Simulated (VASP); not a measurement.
Wanted: the native input for a VASP 6.6.1 run.

```yaml
Task: single point
Functional: PBEsol
Potentials_or_basis: VASP PAW PBE potentials, release 64 (Ti_sv)
Cutoff: 520 eV
k_mesh: 10 × 10 × 10
Occupations: gaussian, width 0.15 eV
Spin: no spin polarisation
Dipole_correction: no
Further_INCAR_settings: ALGO = Normal; EDIFF = 1e-07; NBANDS = 12
```

The structure of Ti lies in POSCAR:

```
Ti
1.0
    0.0000000000      1.9995500000      2.0300000000
    1.9995500000      0.0000000000      2.0300000000
    1.9995500000      1.9995500000      0.0000000000
Ti
1
Direct
    0.0000000000      0.0000000000      0.0000000000
```

This cell differs from its parent crystal: strain -0.015 along x and y, +0.000 along z.

These files were run (other wordings do the same):

INCAR

```
SYSTEM = Ti
  ALGO = Normal
  EDIFF = 1E-7
  ENCUT = 520
  GGA = PS
  ISIF = 2
  ISMEAR = 0
  LASPH = .TRUE.
  LCHARG = .FALSE.
  LREAL = .FALSE.
  LWAVE = .FALSE.
  NBANDS = 12
  NELM = 80
  PREC = Accurate
  SIGMA = 0.15
```

KPOINTS

```
k-points
0
G
  10 10 10
  0 0 0
```

Potentials or basis: VASP PAW PBE potentials, release 64 (Ti_sv).

The run is started by

```bash
$ cat potpaw_PBE.64/Ti_sv/POTCAR > POTCAR
$ mpirun -np 1 vasp_std > vasp.out
```

Results of the run:

```
Pressure               : 2.9 GPa
Band gap on the k mesh : zero (band 6 reaches 9.66 eV, above the bottom of band 7 at 8.55 eV)
```

Caveat: the cell differs from its parent crystal (strain -0.015 along x and y, +0.000 along z); the PAW data sets were made with another functional, which shifts forces and pressure a little.

Wall time 9.4 s on 1 thread of Intel Xeon 6975P-C, on a shared host, peak memory 0.15 GiB.
